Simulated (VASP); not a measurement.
As, 2 atoms in the cell. The cell holds a slab with vacuum, 2 atoms: a = 3.575 Å, b = 3.575 Å, c = 26.416 Å, α = 90.00°, β = 90.00°, γ = 120.00°. 

```yaml
Program: VASP 6.6.1
Task: single point
Functional: HF
Potentials_or_basis: VASP PAW PBE potentials, release 64 (As)
Cutoff: 520 eV
k_mesh: 6 × 6 × 1
Occupations: gaussian, width 0.01 eV
Spin: no spin polarisation
Dipole_correction: yes
Grid_for_exact_exchange_PRECFOCK: Normal
Further_INCAR_settings: ALGO = Normal; EDIFF = 1e-06; NBANDS = 12
```

Potentials or basis: VASP PAW PBE potentials, release 64 (As).

Launch:

```bash
$ cat potpaw_PBE.64/As/POTCAR > POTCAR
$ cp INCAR.step1 INCAR
$ mpirun -np 1 vasp_std > vasp.out
$ cp INCAR.step2 INCAR
$ mpirun -np 1 vasp_std > vasp.out
```

Hardware: 1 thread of AMD EPYC 7R43 64-Core Processor (Zen 3), on a shared host.

Question: How long does it take, and how much memory?

Answer: Wall time 48 min on 1 thread of AMD EPYC 7R43 64-Core Processor (Zen 3) (shared host), peak memory 0.37 GiB. Counts: k points 7.
